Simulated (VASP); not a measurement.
A run of VASP 6.6.1 is set up as follows.

INCAR

```
PREC = Accurate
ENCUT = 520
EDIFF = 1E-7
ISMEAR = -1
SIGMA = 0.1
LREAL = F
LASPH = T
NELM = 60
ALGO = Normal
ISIF = 2
LWAVE = F
LCHARG = T
GGA = PS
LELF = T
LVHAR = T
NBANDS = 13
```

File KPOINTS:

```
Automatic mesh
0
Gamma
  19 19 19
```

Contents of POSCAR:

```
Ru
1.0
   -1.4485631434      1.4485631434      1.4485631434
    1.4485631434     -1.4485631434      1.4485631434
    1.4485631434      1.4485631434     -1.4485631434
Ru
1
Direct
    0.0000000000      0.0000000000      0.0000000000
```

Potentials or basis: VASP PAW PBE potentials, release 64 (Ru_pv).

Run with:

```console
$ cat potpaw_PBE.64/Ru_pv/POTCAR > POTCAR
$ mpirun -np 1 vasp_std > vasp.out
```

(1) Estimate the band gap on the k mesh.

(2) What does it give for the pressure?

Answers

(1) zero (band 7 reaches 17.16 eV, above the bottom of band 8 at 12.61 eV).

(2) 52.1 GPa.

Caveat: the cell differs from its parent crystal (volume scaled by 0.883, to set the pressure); the PAW data sets were made with another functional, which shifts forces and pressure a little.
